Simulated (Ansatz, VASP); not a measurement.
Two plane-wave programs on K

```
CELL_PARAMETERS angstrom
0.00000 3.29012 3.44275
3.29012 0.00000 3.44275
3.29012 3.29012 0.00000
ATOMIC_POSITIONS crystal
K 0.00000 0.00000 0.00000
```

Change from the starting cell: strain -0.030 along x and y, +0.015 along z, atoms carried along.

Alike in both runs: task single point; functional PBE; dispersion D3(BJ); k mesh 12 × 12 × 12; occupations gaussian, width 0.15 eV; no spin polarisation.

|  | VASP | Ansatz |
| --- | --- | --- |
| version | VASP 6.6.1 | Ansatz 0.2.0 |
| potentials or method | VASP PAW PBE potentials, release 64 (K_sv), cutoff 520 eV | scalar-relativistic, plane waves, PAW |
| valence electrons in the cell | 9 | 9 |

|  | VASP | Ansatz | Ansatz less VASP |
| --- | --- | --- | --- |
| gap on the k mesh at the Fermi level (eV) | none | none | - |
| pressure (GPa) | -0.3 | -0.3 | +0.01 |

A gap of «none» marks a metal or a gap that the smearing closes.
